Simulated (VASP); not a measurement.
A run of VASP 6.6.1:

POSCAR

```
SrO
1.0
    4.2754662700      0.0000000000      0.0000000000
   -2.1377331300      3.7026624000      0.0000000000
    0.0000000000      0.0000000000      5.1555949900
Sr O
2 2
Direct
    0.3333333333      0.6666666667      0.9381277000
    0.6666666667      0.3333333333      0.4381277000
    0.3333333333      0.6666666667      0.4368723000
    0.6666666667      0.3333333333      0.9368723000
```

The input INCAR.step1:

```
ALGO = Normal
EDIFF = 1E-4
ENCUT = 600
GGA = PE
ISMEAR = 0
LASPH = True
LCHARG = False
LREAL = False
LWAVE = True
NELM = 80
PREC = Accurate
SIGMA = 0.01
```

INCAR.step2

```
ALGO = Normal
BPARAM = 11.95
CPARAM = 0.0093
EDIFF = 1E-6
EDIFFG = -0.01
ENCUT = 600
IBRION = 2
ISIF = 3
ISMEAR = 0
ISTART = 1
IVDW_NL = 2
LASPH = True
LCHARG = False
LMIXTAU = True
LREAL = False
LUSE_VDW = True
LWAVE = False
METAGGA = R2SCAN
NELM = 80
NSW = 80
PREC = Accurate
SIGMA = 0.01
```

File KPOINTS:

```
k-points
0
Gamma
  6 6 4
```

Potentials or basis: VASP PAW PBE potentials, release 64 (Sr_sv, O).

The run is started by

```bash
$ cat potpaw_PBE.64/Sr_sv/POTCAR potpaw_PBE.64/O/POTCAR > POTCAR
$ cp INCAR.step1 INCAR
$ mpirun -np 1 vasp_std > vasp.out
$ cp INCAR.step2 INCAR
$ mpirun -np 1 vasp_std > vasp.out
```

Hardware: 1 thread of Intel Xeon 8259CL (shared host).

Problem. Estimate the wall time of this run.

Solution. It took 31 min on 1 thread of Intel Xeon 8259CL (shared host), peak memory 0.46 GiB. Counts: k points 21, ion steps 6.
